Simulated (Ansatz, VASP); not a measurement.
**ZrTi7N8: VASP beside Ansatz**

```
CELL_PARAMETERS angstrom
-4.25519 -4.25519 0.00000
0.00000 -4.25519 4.25519
-4.25519 0.00000 4.25519
ATOMIC_POSITIONS crystal
Zr 0.50000 0.00000 0.00000
Ti 0.00000 0.00000 0.00000
Ti 0.50000 0.50000 0.00000
Ti 0.00000 0.50000 0.00000
Ti 0.50000 0.00000 0.50000
Ti 0.00000 0.00000 0.50000
Ti 0.50000 0.50000 0.50000
Ti 0.00000 0.50000 0.50000
N 0.75000 0.25000 0.25000
N 0.24363 0.25637 0.25637
N 0.75637 0.74363 0.25637
N 0.24363 0.74363 0.25637
N 0.75637 0.25637 0.74363
N 0.24363 0.25637 0.74363
N 0.75637 0.74363 0.74363
N 0.25000 0.75000 0.75000
```

Alike in both runs: task single point; functional PBEsol; k mesh 8 × 8 × 8; occupations gaussian, width 0.1 eV; no spin polarisation.

|  | VASP | Ansatz |
| --- | --- | --- |
| version | VASP 6.6.1 | Ansatz 0.2.0 |
| potentials or method | VASP PAW PBE potentials, release 64 (Zr_sv, Ti_sv, N), cutoff 520 eV | scalar-relativistic, plane waves, PAW |
| valence electrons in the cell | 136 | 136 |

Ansatz gave:

- gap on the k mesh at the Fermi level (eV): none
- pressure (GPa): 0.0

Task: What did VASP give for the same quantities?

Result: gap on the k mesh at the Fermi level (eV): none; pressure (GPa): 0.8.

VASP's potentials were made for PBE, not for PBEsol. A gap of «none» marks a metal or a gap that the smearing closes. With one functional, cell and mesh, what is left measures potentials, basis and numerics.
